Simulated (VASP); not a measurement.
Here is a VASP 6.6.1 calculation.

Contents of INCAR:

```
PREC     = Accurate       # precision mode
ENCUT    = 520            # plane-wave cutoff, eV
EDIFF    = 1E-6           # SCF threshold, eV
ISMEAR   = -1             # smearing method
SIGMA    = 0.02           # smearing width, eV
LREAL    = F              # projectors in reciprocal space
LASPH    = T              # aspherical terms in the spheres
NELM     = 100            # most SCF steps
ALGO     = Normal         # electronic algorithm
ISIF     = 2              # what is computed and relaxed
LWAVE    = F              # write WAVECAR
LCHARG   = T              # write CHGCAR
GGA      = PE             # functional
LELF     = T              # ELF
LVHAR    = T            
NBANDS   = 11             # bands
```

File KPOINTS:

```
Automatic mesh
0
Gamma
  10 10 10
```

POSCAR

```
BeS
1.0
    0.0000000000      2.3977916369      2.3977916369
    2.3977916369      0.0000000000      2.3977916369
    2.3977916369      2.3977916369      0.0000000000
Be S
1 1
Direct
    0.0000000000      0.0000000000      0.0000000000
    0.2500000000      0.2500000000      0.2500000000
```

Potentials or basis: VASP PAW PBE potentials, release 64 (Be, S).

The run is started by

```bash
$ cat potpaw_PBE.64/Be/POTCAR potpaw_PBE.64/S/POTCAR > POTCAR
$ mpirun -np 1 vasp_std > vasp.out
```

Task: What does it give for the band gap on the k mesh?

Result: 3.03 eV, indirect (least direct gap 5.65 eV).

Task: Predict the pressure.

Result: 5.1 GPa.

Caveat: the cell differs from its parent crystal (strain -1.5%). A k mesh can miss the band edges.
